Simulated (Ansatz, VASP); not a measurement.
Sb in VASP and in Ansatz

```
Sb
1.0
    -1.89505    1.89505    1.89505
     1.89505   -1.89505    1.89505
     1.89505    1.89505   -1.89505
Sb
1
Cartesian
  0.0000 0.0000 0.0000
```

Alike in both runs: functional PBE; k mesh 15 × 15 × 15; occupations fermi-dirac, width 0.05 eV; no spin polarisation.

Ansatz relaxed the structure, and its values are those at the end. VASP's run is a single point on that final structure, the one shown.

|  | VASP | Ansatz |
| --- | --- | --- |
| version | VASP 6.6.1 | Ansatz 0.2.0 |
| potentials or method | VASP PAW PBE potentials, release 64 (Sb), cutoff 520 eV | all-electron LAPW, non-relativistic |

Ansatz gave:

| Property | Result |
| --- | --- |
| pressure (GPa) | 0.0 |

**Question.** Which values does VASP return?

**Answer.** Pressure (GPa): -0.3.

Ansatz ran all-electron here, and VASP with PAW potentials.

Neither program's run includes spin-orbit coupling.
